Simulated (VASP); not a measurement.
Wanted: the native input for a VASP 6.6.1 run.

```
Task                                : relaxation of the atoms
Functional                          : PBE
Potentials or basis                 : VASP PAW PBE potentials, release 64 (Al, O)
Cutoff                              : 520 eV
k mesh                              : 6 × 6 × 1
Occupations                         : gaussian, width 0.1 eV
Spin                                : no spin polarisation
Dipole correction                   : yes
Atoms held fixed (from 0)           : [0, 1, 2, 3, 4, 5, 6, 7, 8, 9, 10, 11]
Further INCAR settings              : ALGO = Normal; EDIFF = 1e-06; IBRION = 2; EDIFFG = -0.025; NSW = 36
Atoms held along some axes (from 0) : atom 12 along a and b
```

The structure of Al12O lies in POSCAR:

```
Al12O
1.0
    5.7135165837      0.0000000000      0.0000000000
   -2.8567582918      4.9480505064      0.0000000000
    0.0000000000      0.0000000000     20.1013782092
Al O
12 1
Selective dynamics
Direct
    0.3333333333      0.1666666667      0.1989913308  F F F
    0.3333333333      0.6666666667      0.1989913308  F F F
    0.8333333333      0.1666666667      0.1989913308  F F F
    0.8333333333      0.6666666667      0.1989913308  F F F
    0.1666666667      0.3333333333      0.3134471539  F F F
    0.1666666667      0.8333333333      0.3134471539  F F F
    0.6666666667      0.3333333333      0.3134471539  F F F
    0.6666666667      0.8333333333      0.3134471539  F F F
    0.0000000000      0.0000000000      0.4278999241  F F F
    0.0000000000      0.5000000000      0.4278999241  F F F
    0.5000000000      0.0000000000      0.4278999241  F F F
    0.5000000000      0.5000000000      0.4278999241  F F F
    0.3333333333      0.1666666667      0.4602469777  F F T
```

These files were run (other wordings do the same):

INCAR

```
  PREC = Accurate
  ENCUT = 520
  EDIFF = 1E-6
  ISMEAR = 0
  SIGMA = 0.1
  LREAL = F
  LASPH = T
  NELM = 80
  ALGO = Normal
  ISIF = 2
  LWAVE = F
  LCHARG = F
  LDIPOL = T
  IDIPOL = 3
  DIPOL = 0.5 0.5 0.325
  GGA = PE
  IBRION = 2
  NSW = 36
  EDIFFG = -0.025
```

KPOINTS

```
regular mesh
0
Gamma
  6 6 1
```

Potentials or basis: VASP PAW PBE potentials, release 64 (Al, O).

The run is started by

```console
$ cat potpaw_PBE.64/Al/POTCAR potpaw_PBE.64/O/POTCAR > POTCAR
$ mpirun -np 1 vasp_std > vasp.out
```

It gave:

```yaml
Energy_gained_by_relaxing: 15.3 meV/atom
Ionic_steps: 4
Band_gap_on_the_k_mesh: zero (bands 21 and 22 overlap by 0.54 eV)
```

It took 17 min on 1 thread of Intel Xeon 8259CL, on a shared host, peak memory 0.68 GiB.
